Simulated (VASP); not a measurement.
# NaH2 (Cmcm) in VASP: a series of runs

NaH2 is run at these levels: PBE; tasks: single point, relaxation of cell and atoms.

All numbers are computed with VASP 6.6.1; they aren't measurements. Logs are shortened: lines on timing, memory, paths and dates and some standing lists are left out, and cuts for length are marked.

**1. The cell of the first run**

The structure is orthorhombic, space group Cmcm (No. 63). Conventional cell: a = 5.555 Å, b = 8.498 Å, c = 4.650 Å, α = 90.00°, β = 90.00°, γ = 90.00°. Within 3.9 Å of Na (site symmetry m2m) lie 14 H at 2.70 to 3.75 Å and 6 Na at 3.72 to 3.86 Å. H (site symmetry m) has 1 H at 0.78 Å within 1.1 Å.

The cell was built from a structure type or drawn by symmetry, and may not be a known phase.

**2. Single point, PBE**

The input, INCAR:

```
PREC     = Accurate       # precision mode
ENCUT    = 520            # plane-wave cutoff, eV
EDIFF    = 1E-6           # SCF threshold, eV
ISMEAR   = 0              # smearing method
SIGMA    = 0.1            # smearing width, eV
LREAL    = False          # projectors in reciprocal space
LASPH    = True           # aspherical terms in the spheres
NELM     = 100            # most SCF steps
ALGO     = Normal         # electronic algorithm
ISIF     = 2              # what is computed and relaxed
LWAVE    = False          # write WAVECAR
LCHARG   = False          # write CHGCAR
GGA      = PE             # functional
NBANDS   = 18             # bands
```

The input, KPOINTS:

```
regular mesh
0
Gamma
  6 6 4
```

The input, POSCAR:

```
NaH2
1.0
    2.7774173208     -4.2490226826      0.0000000000
    2.7774173208      4.2490226826      0.0000000000
    0.0000000000      0.0000000000      4.6495773703
Na H
2 4
Direct
    0.6711584425      0.3288415575      0.2500000000
    0.3288415575      0.6711584425      0.7500000000
    0.0555017914      0.0841269773      0.2500000000
    0.9158730227      0.9444982086      0.2500000000
    0.0841269773      0.0555017914      0.7500000000
    0.9444982086      0.9158730227      0.7500000000
```

Potentials or basis: VASP PAW PBE potentials, release 64 (Na_pv, H).

On the command line:

```console
$ cat potpaw_PBE.64/Na_pv/POTCAR potpaw_PBE.64/H/POTCAR > POTCAR
$ mpirun -np 1 vasp_std > vasp.out
```

OUTCAR:

```text
PREC = Accurate
   ENCUT = 520
   EDIFF = 1E-6
   ISMEAR = 0
   LREAL = False
   LASPH = True
   NELM = 100
   ISIF = 2
   GGA = PE

 ion  position               nearest neighbor table
   1  0.671  0.329  0.250-
   2  0.329  0.671  0.750-
   3  0.056  0.084  0.250-   4 0.78
   4  0.916  0.944  0.250-   3 0.78
   5  0.084  0.056  0.750-   6 0.78
   6  0.944  0.916  0.750-   5 0.78

  LATTYP: Found a base centered orthorhombic cell.
 ALAT       =     5.5548346416
 B/A-ratio  =     1.5298466855
 C/A-ratio  =     0.8370325438

  Lattice vectors:

 A1 = (   2.7774173208,  -4.2490226826,   0.0000000000)
 A2 = (   2.7774173208,   4.2490226826,   0.0000000000)
 A3 = (   0.0000000000,   0.0000000000,   4.6495773703)

Analysis of symmetry for initial positions (statically):
=====================================================================
 Subroutine PRICEL returns:
 Original cell was already a primitive cell.

 Routine SETGRP: Setting up the symmetry group for a
 base centered orthorhombic supercell.

 Subroutine GETGRP returns: Found  8 space group operations
 (whereof  4 operations were pure point group operations)
 out of a pool of  8 trial point group operations.

The static configuration has the point symmetry C_2h.
 The point group associated with its full space group is D_2h.

Analysis of symmetry for dynamics (positions and initial velocities):
=====================================================================
 Subroutine PRICEL returns:
 Original cell was already a primitive cell.

 Routine SETGRP: Setting up the symmetry group for a
 base centered orthorhombic supercell.

 Subroutine GETGRP returns: Found  8 space group operations
 (whereof  4 operations were pure point group operations)
 out of a pool of  8 trial point group operations.

The dynamic configuration has the point symmetry C_2h.
 The point group associated with its full space group is D_2h.

 Subroutine INISYM returns: Found  8 space group operations
 (whereof  4 operations are pure point group operations),
 and found     1 'primitive' translations

----------------------------------------------------------------------------------------

                                     Primitive cell

  volume of cell :     109.7422

  direct lattice vectors                    reciprocal lattice vectors
     2.777417321 -4.249022683  0.000000000     0.180023361 -0.117674119  0.000000000
     2.777417321  4.249022683  0.000000000     0.180023361  0.117674119  0.000000000
     0.000000000  0.000000000  4.649577370     0.000000000  0.000000000  0.215073311

  length of vectors
     5.076242777  5.076242777  4.649577370     0.215071171  0.215071171  0.215073311

  position of ions in fractional coordinates (direct lattice)
     0.671158443  0.328841557  0.250000000
     0.328841557  0.671158443  0.750000000
     0.055501791  0.084126977  0.250000000
     0.915873023  0.944498209  0.250000000
     0.084126977  0.055501791  0.750000000
     0.944498209  0.915873023  0.750000000

  ion indices of the primitive-cell ions
   primitive index   ion index
                 1           1
                 2           2
                 3           3
                 4           4
                 5           5
                 6           6

----------------------------------------------------------------------------------------

 KPOINTS: regular mesh

Automatic generation of k-mesh.
 Grid dimensions read from file:
 generate k-points for:    6    6    4

 Generating k-lattice:

  Cartesian coordinates                     Fractional coordinates (reciprocal lattice)
     0.030003893 -0.019612353  0.000000000     0.166666667  0.000000000  0.000000000
     0.030003893  0.019612353  0.000000000     0.000000000  0.166666667  0.000000000
     0.000000000  0.000000000  0.053768328     0.000000000  0.000000000  0.250000000

  Length of vectors
     0.035845195  0.035845195  0.053768328

  Shift w.r.t. Gamma in fractional coordinates (k-lattice)
     0.000000000  0.000000000  0.000000000

 Subroutine IBZKPT returns following result:
 ===========================================

 Found     39 irreducible k-points:

 Following reciprocal coordinates:
            Coordinates               Weight
  0.000000  0.000000  0.000000      1.000000
  0.166667  0.000000  0.000000      4.000000
  0.333333  0.000000  0.000000      4.000000
  0.500000  0.000000  0.000000      2.000000
  0.166667  0.166667  0.000000      2.000000
  0.333333  0.166667  0.000000      4.000000
[... 16 lines left out ...]
  0.333333  0.333333  0.250000      4.000000
  0.500000  0.333333  0.250000      8.000000
 [... further k-points ...]
   k-points           NKPTS =     39   k-points in BZ     NKDIM =     39   number of bands    NBANDS=     18
   number of dos      NEDOS =    301   number of ions     NIONS =      6
   total plane-waves  NPLWV =  57600
   dimension x,y,z NGX =    40 NGY =   40 NGZ =   36
   dimension x,y,z NGXF=    80 NGYF=   80 NGZF=   72
   ions per type =               2   4
   NGX,Y,Z   is equivalent  to a cutoff of  13.10, 13.10, 12.87 a.u.
   NGXF,Y,Z  is equivalent  to a cutoff of  26.20, 26.20, 25.74 a.u.
 SYSTEM =  unknown system
   PREC   = accura    normal or accurate (medium, high low for compatibility)
   ISTART =      0    job   : 0-new  1-cont  2-samecut
   ICHARG =      2    charge: 1-file 2-atom 10-const
   ISPIN  =      1    spin polarized calculation?
   LNONCOLLINEAR =      F non collinear calculations
   LSORBIT =      F    spin-orbit coupling
   LASPH  =      T    aspherical Exc in radial PAW
   ENCUT  =  520.0 eV  38.22 Ry    6.18 a.u.   9.44  9.44  8.65*2*pi/ulx,y,z
   NELM   =    100;   NELMIN=  2; NELMDL= -5     # of ELM steps
   EDIFF  = 0.1E-05   stopping-criterion for ELM
   LREAL  =      F    real-space projection
   EDIFFG = 0.1E-04   stopping-criterion for IOM
   NSW    =      0    number of steps for IOM
   IBRION =     -1    ionic relax: 0-MD 1-quasi-New 2-CG
   NFREE  =      0    steps in history (QN), initial steepest desc. (CG)
   ISIF   =      2    stress and relaxation
   ISYM   =      2    0-nonsym 1-usesym 2-fastsym
   POTIM  = 0.5000    time-step for ionic-motion
   TEBEG  =    0.0;   TEEND  =   0.0 temperature during run
   PSTRESS=    0.0 pullay stress
   NELECT =      18.0000    total number of electrons
   NUPDOWN=      -1.0000    fix difference up-down
   EMIN   =  10.00;   EMAX   =-10.00  energy-range for DOS
   EFERMI =   0.00;   METHOD = LEGACY
   ISMEAR =     0;   SIGMA  =   0.10  broadening in eV -4-tet -1-fermi 0-gaus
   EFERMI_NEDOS =   21; number of points for ismear=-14 and -15
   IALGO  =     38    algorithm
   IMIX   =      4    mixing-type and parameters
     AMIX     =   0.40;   BMIX     =  1.00
     AMIX_MAG =   1.60;   BMIX_MAG =  1.00
  volume/ion in A,a.u.               =      18.29       123.43
  Fermi-wavevector in a.u.,A,eV,Ry     =   0.896137  1.693454 10.926317  0.803062
  Thomas-Fermi vector in A             =   2.018557
   LORBIT       =      0    0 simple, 1 ext, 2 COOP (PROOUT), +10 PAW based schemes
   GGA     = PE    functional components
   LHFCALC =     F    Hartree Fock is set to
   AEXX    =    0.0000 exact exchange contribution
   IVDW    =     0    specifies the selected vdW correction
   LEPSILON=     F    determine dielectric tensor
   LRPA    =     F    only Hartree local field effects (RPA)
 non-spin polarized calculation
 Gauss-broadening in eV      SIGMA  =   0.10
  energy-cutoff  :      520.00
  volume of cell :      109.74
 maximum number of plane-waves:      2985
 NGX is ok and might be reduce to    40
   NGX = 19   NGY = 19   NGZ = 17

 number of electron      18.0000014 magnetization

 Free energy of the ion-electron system (eV)
  ---------------------------------------------------
  ext. energy  EPLUGINS =         0.00000000
  ---------------------------------------------------
  free energy    TOTEN  =       -15.44866654 eV

  energy without entropy =      -15.43621335  energy(sigma->0) =      -15.44243995

 E-fermi :   0.1798     XC(G=0):  -6.4085

 val. band max:        0.1589121233   @ k =   0.5000   0.3333   0.2500
 cond. band min:       0.1801809547   @ k =   0.1667   0.1667   0.5000
 fundamental gap:      0.0212688313
 Fermi energy:         0.1798482908

 k-point     1 :       0.0000    0.0000    0.0000
  band No.  band energies     occupation
      1     -25.2017      2.00000
      2     -25.1916      2.00000
      3     -25.1898      2.00000
      4     -25.1873      2.00000
      5     -25.1783      2.00000
      6     -25.1736      2.00000
[... 10 lines left out ...]
     17       6.8364      0.00000
     18       9.0797      0.00000

 k-point     2 :       0.1667    0.0000    0.0000
  band No.  band energies     occupation
      1     -25.2013      2.00000
      2     -25.1932      2.00000
      3     -25.1889      2.00000
      4     -25.1866      2.00000
      5     -25.1783      2.00000
      6     -25.1743      2.00000
[... 10 lines left out ...]
     17       7.7167      0.00000
     18       7.7284      0.00000

 k-point     3 :       0.3333    0.0000    0.0000
  band No.  band energies     occupation
      1     -25.2001      2.00000
      2     -25.1956      2.00000
      3     -25.1884      2.00000
      4     -25.1848      2.00000
      5     -25.1784      2.00000
      6     -25.1761      2.00000
[... 10 lines left out ...]
     17       7.7368      0.00000
     18       8.2228      0.00000

 k-point     4 :       0.5000    0.0000    0.0000
  band No.  band energies     occupation
      1     -25.1987      2.00000
      2     -25.1974      2.00000
      3     -25.1884      2.00000
      4     -25.1835      2.00000
      5     -25.1784      2.00000
      6     -25.1774      2.00000
[... 375 lines left out ...]
      4     -25.1849      2.00000
      5     -25.1807      2.00000
      6     -25.1754      2.00000
[... 10 lines left out ...]
     17       6.8170      0.00000
     18       7.8471      0.00000

 k-point    23 :       0.3333    0.3333    0.2500
  band No.  band energies     occupation
      1     -25.2006      2.00000
      2     -25.1959      2.00000
      3     -25.1903      2.00000
      4     -25.1843      2.00000
      5     -25.1775      2.00000
      6     -25.1769      2.00000
[... 10 lines left out ...]
     17       7.5235      0.00000
     18       9.2777      0.00000

 k-point    24 :       0.5000    0.3333    0.2500
  band No.  band energies     occupation
      1     -25.2014      2.00000
      2     -25.1935      2.00000
      3     -25.1910      2.00000
      4     -25.1855      2.00000
      5     -25.1786      2.00000
      6     -25.1756      2.00000
[... 10 lines left out ...]
     17       8.3938      0.00000
     18       8.8537      0.00000

 [... further k-points ...]

------------------------ aborting loop because EDIFF is reached ----------------------------------------

  FORCE on cell =-STRESS in cart. coord.  units (eV):
  Direction    XX          YY          ZZ          XY          YZ          ZX
  --------------------------------------------------------------------------------------
  -------------------------------------------------------------------------------------
  Total        0.1903652     -0.1269061     -0.0322922      0.0000000      0.0000000      0.0000000
  in kB        2.7792306     -1.8527615     -0.4714485      0.0000000      0.0000000      0.0000000
  external PRESSURE =       0.1516735 kB  Pullay stress =       0.0000000 kB

 VOLUME and BASIS-vectors are now :
 -----------------------------------------------------------------------------
  energy-cutoff  :      520.00
  volume of cell :      109.74
      direct lattice vectors                 reciprocal lattice vectors
     2.777417321 -4.249022683  0.000000000     0.180023361 -0.117674119  0.000000000
     2.777417321  4.249022683  0.000000000     0.180023361  0.117674119  0.000000000
     0.000000000  0.000000000  4.649577370     0.000000000  0.000000000  0.215073311

 POSITION                                       TOTAL-FORCE (eV/Angst)
 -----------------------------------------------------------------------------------
      2.77742     -1.45451      1.16239         0.000000      0.001695      0.000000
      2.77742      1.45451      3.48718         0.000000     -0.001695      0.000000
      0.38781      0.12163      1.16239        -0.021938      0.002366     -0.000000
      5.16703      0.12163      1.16239         0.021938      0.002366      0.000000
      0.38781     -0.12163      3.48718        -0.021938     -0.002366     -0.000000
      5.16703     -0.12163      3.48718         0.021938     -0.002366      0.000000
 -----------------------------------------------------------------------------------
    total drift:                               -0.000000      0.000000     -0.000000

  FREE ENERGIE OF THE ION-ELECTRON SYSTEM (eV)
  ---------------------------------------------------
  free  energy   TOTEN  =       -15.4486665419 eV

  energy  without entropy=      -15.4362133522  energy(sigma->0) =      -15.44243995
```

Run time: 99 s. Hardware: 1 thread of Oxide Virtual Turin-like, shared host; peak memory 0.21 GiB.

Results:

| Property | Result |
| --- | --- |
| Free energy | -15.4487 eV |
| Pressure | 0.0 GPa |
| Largest force | 0.022 eV/Å |
| Band gap on the k mesh | zero (bands 9 and 10 overlap by 1.16 eV) |

Forces on the atoms (eV/Å):
```
Na   0.000  0.002  0.000
Na   0.000 -0.002  0.000
H   -0.022  0.002  0.000
H    0.022  0.002  0.000
H   -0.022 -0.002  0.000
H    0.022 -0.002  0.000
```

Levels at points of the mesh, in eV from the Fermi level:
| k point | band 5 | band 6 | band 7 | band 8 | band 9 | band 10 | band 11 | band 12 | band 13 | band 14 |
| --- | --- | --- | --- | --- | --- | --- | --- | --- | --- | --- |
| (0.00, 0.00, 0.00) | -25.36 | -25.35 | -9.10 | -6.55 | -1.08 | 1.36 | 3.07 | 3.32 | 3.48 | 4.22 |
| (0.50, 0.00, 0.00) | -25.36 | -25.36 | -8.99 | -6.52 | -1.87 | 0.88 | 1.92 | 4.35 | 4.58 | 5.03 |
| (0.50, 0.50, 0.00) | -25.36 | -25.36 | -8.96 | -6.52 | -1.12 | 0.25 | 0.47 | 4.56 | 5.47 | 5.50 |
| (0.00, 0.00, 0.50) | -25.36 | -25.36 | -8.02 | -8.02 | 0.42 | 0.42 | 2.93 | 2.93 | 4.97 | 4.97 |
| (0.50, 0.00, 0.50) | -25.36 | -25.36 | -7.94 | -7.94 | -0.16 | -0.16 | 2.48 | 2.48 | 3.51 | 3.51 |
| (0.50, 0.50, 0.50) | -25.36 | -25.36 | -7.92 | -7.92 | 0.57 | 0.57 | 1.85 | 1.85 | 2.11 | 2.11 |

**3. Single point, PBE**

This run uses another cell than the first one, of 18.49 Å³/atom.

The input, INCAR:

```
SYSTEM = NaH2
ALGO     = Normal         ! electronic algorithm
EDIFF    = 1E-6           ! SCF threshold, eV
ENCUT    = 520            ! plane-wave cutoff, eV
GGA      = PE             ! functional
ISIF     = 2              ! what is computed and relaxed
ISMEAR   = 0              ! smearing method
LASPH    = .True.         ! aspherical terms in the spheres
LCHARG   = .False.        ! write CHGCAR
LREAL    = .False.        ! projectors in reciprocal space
LWAVE    = .False.        ! write WAVECAR
NBANDS   = 18             ! bands
NELM     = 100            ! most SCF steps
PREC     = Accurate       ! precision mode
SIGMA    = 0.1            ! smearing width, eV
```

The input, KPOINTS:

```
k-points
0
Gamma
  8 8 8
  0 0 0
```

The input, POSCAR:

```
NaH2
1.0
    3.2929522126     -3.6659301898      0.0000000000
    3.2929522126      3.6659301898      0.0000000000
    0.0000000000      0.0000000000      4.5945036214
Na H
2 4
Direct
    0.6870181991      0.3129818009      0.2500000000
    0.3129818009      0.6870181991      0.7500000000
    0.0826547982      0.0353491784      0.2500000000
    0.9646508216      0.9173452018      0.2500000000
    0.0353491784      0.0826547982      0.7500000000
    0.9173452018      0.9646508216      0.7500000000
```

Potentials or basis: VASP PAW PBE potentials, release 64 (Na_pv, H).

On the command line:

```console
$ cat potpaw_PBE.64/Na_pv/POTCAR potpaw_PBE.64/H/POTCAR > POTCAR
$ mpirun -np 1 vasp_std > vasp.out
```

Run time: 4.1 min. Hardware: 1 thread of Oxide Virtual Turin-like, shared host; peak memory 0.29 GiB.

It converged, with:

- Free energy: -15.5218 eV
- Pressure: -0.1 GPa
- Largest force: 0.007 eV/Å
- Band gap on the k mesh: zero (bands 9 and 10 overlap by 1.51 eV)

Forces on the atoms (eV/Å):
```
Na   0.000 -0.001  0.000
Na   0.000  0.001  0.000
H   -0.007  0.000  0.000
H    0.007  0.000  0.000
H   -0.007  0.000  0.000
H    0.007  0.000  0.000
```

Levels at points of the mesh, in eV from the Fermi level:
```tsv
k point	band 6	band 7	band 8	band 9	band 10	band 11	band 12	band 13
(0.00, 0.00, 0.00)	-25.36	-9.38	-6.74	-1.21	1.15	2.84	3.09	3.16
(0.50, 0.00, 0.00)	-25.36	-9.29	-6.72	-1.88	1.23	2.80	3.80	4.19
(0.50, 0.50, 0.00)	-25.36	-9.22	-6.71	-0.69	-0.37	0.01	4.95	5.21
(0.00, 0.00, 0.50)	-25.36	-8.27	-8.27	0.37	0.37	2.79	2.79	4.53
(0.50, 0.00, 0.50)	-25.36	-8.20	-8.20	-0.14	-0.14	2.68	2.68	4.33
(0.50, 0.50, 0.50)	-25.36	-8.15	-8.15	0.97	0.97	1.20	1.20	1.96
```

(Continued in part 2 of 2.)
